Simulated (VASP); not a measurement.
Set up this calculation in VASP 6.6.1, as the native input.

| Property | Result |
| --- | --- |
| Task | relaxation of cell and atoms |
| Functional | PBEsol |
| Potentials or basis | VASP PAW PBE potentials, release 64 (Se) |
| Cutoff | 600 eV |
| k mesh | 18 × 18 × 18 |
| Occupations | gaussian, width 0.1 eV |
| Spin | no spin polarisation |
| Dipole correction | no |
| Further INCAR settings | ALGO = Normal; EDIFF = 1e-07; IBRION = 2; EDIFFG = -0.005; NSW = 100; ISIF = 3 |

The structure of Se lies in POSCAR:

```
Se
1.0
   -1.7034486149      1.7034486149      1.7034486149
    1.7034486149     -1.7034486149      1.7034486149
    1.7034486149      1.7034486149     -1.7034486149
Se
1
Direct
    0.0000000000      0.0000000000      0.0000000000
```

This isn't the form of Se at room conditions, which is trigonal, of chains.

One way to write it, as run:

INCAR

```
SYSTEM = Se
PREC = Accurate ; ENCUT = 600
EDIFF = 1E-7 ; ISMEAR = 0
SIGMA = 0.1 ; LREAL = .FALSE.
LASPH = .TRUE. ; NELM = 100
ALGO = Normal ; ISIF = 3
LWAVE = .FALSE. ; LCHARG = .FALSE.
GGA = PS ; IBRION = 2
NSW = 100 ; EDIFFG = -0.005
```

KPOINTS

```
Automatic mesh
0
G
  18 18 18
  0 0 0
```

Potentials or basis: VASP PAW PBE potentials, release 64 (Se).

Launch:

```console
$ cat potpaw_PBE.64/Se/POTCAR > POTCAR
$ mpirun -np 1 vasp_std > vasp.out
```

Results of the run:

```yaml
Relaxed_volume: 19.25 Å³/atom
Relaxed_cell: a = 2.924 Å, b = 2.924 Å, c = 2.924 Å, α = 109.47°, β = 109.47°, γ = 109.47°
Space_group_after_relaxing_to_0.1_Å: Im-3m (No. 229)
Energy_gained_by_relaxing: 3.6 meV/atom
Ionic_steps: 3
Pressure_after_relaxing: 0.0 GPa
Band_gap_on_the_k_mesh: zero (bands 3 and 4 overlap by 6.71 eV)
```

Caveat: the PAW data sets were made with another functional, which shifts forces and pressure a little.

Wall time 16 s on 1 thread of Intel(R) Xeon(R) 6975P-C (Granite Rapids), with other jobs on the host, peak memory 0.17 GiB.
